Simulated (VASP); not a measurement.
Pb:

```xyz
2
Lattice="0.0000 3.4390 3.4390 3.4390 0.0000 3.4390 3.4390 3.4390 0.0000" Properties=species:S:1:pos:R:3 pbc="T T T"
Pb    1.7195    1.7195    1.7195
Pb    0.0000    0.0000    0.0000
```

Base run:

| Item | Value |
| --- | --- |
| Program | VASP 6.6.1 |
| Functional | PBE |
| Potentials or basis | VASP PAW PBE potentials, release 64 (Pb_d) |
| Cutoff | 520 eV |
| k mesh | 7 × 7 × 7 |
| Occupations | fermi-dirac, width 0.05 eV |
| Spin | no spin polarisation |

Its results: band gap on the k mesh zero (band 14 reaches 4.74 eV, above the bottom of band 15 at 3.63 eV); pressure 2.4 GPa.

**Question.** The run is repeated on the same cell with these changes: dispersion from none to D3(BJ). What comes out?

**Answer.** Band gap on the k mesh zero (band 14 reaches 4.74 eV, above the bottom of band 15 at 3.63 eV); pressure 1.1 GPa.

Dispersion adds attraction, which lowers the pressure at fixed volume and, as a term added to the energy, leaves the levels alone.

Caveats: spin-orbit coupling is left out, which moves the levels of the heavy elements; three body term missing (some runs); pairwise dispersion overbinds metals, which lowers pressure and volume (some runs).
